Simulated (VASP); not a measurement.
Here is a VASP 6.6.1 calculation.

File INCAR:

```
  ALGO = Fast
  EDIFF = 1E-6
  ENCUT = 520
  GGA = PE
  ISIF = 2
  ISMEAR = 0
  LASPH = T
  LCHARG = T
  LELF = T
  LREAL = F
  LVHAR = T
  LWAVE = F
  NBANDS = 35
  NELM = 60
  PREC = Accurate
  SIGMA = 0.1
```

The input KPOINTS:

```
k-points
0
Gamma
  4 4 4
```

Contents of POSCAR:

```
Nb3CdB
1.0
    4.0653892000      0.0000000000      0.0000000000
    0.0000000000      4.2316042500      0.0000000000
    0.0000000000      0.0000000000      4.7552164400
Nb Cd B
3 1 1
Direct
    0.0000000000      0.0000000000      0.0000000000
    0.0000000000      0.5000000000      0.2677454100
    0.0000000000      0.5000000000      0.7322545900
    0.0000000000      0.0000000000      0.5000000000
    0.5000000000      0.5000000000      0.0000000000
```

Potentials or basis: VASP PAW PBE potentials, release 64 (Nb_sv, Cd, B).

The run is started by

```console
$ cat potpaw_PBE.64/Nb_sv/POTCAR potpaw_PBE.64/Cd/POTCAR potpaw_PBE.64/B/POTCAR > POTCAR
$ mpirun -np 1 vasp_std > vasp.out
```

(1) Predict the pressure.

(2) Estimate the largest force.

(3) Predict the band gap on the k mesh.

## Answers

(1) 64.9 GPa.

(2) 4.787 eV/Å.

(3) zero (bands 27 and 28 overlap by 1.38 eV).

Caveat: the k points lie up to 0.39 Å⁻¹ apart, too coarse for converged energies and pressures of a metal; forces of over 1 eV/Å act on the atoms, so gaps and moduli don't describe the material at rest.
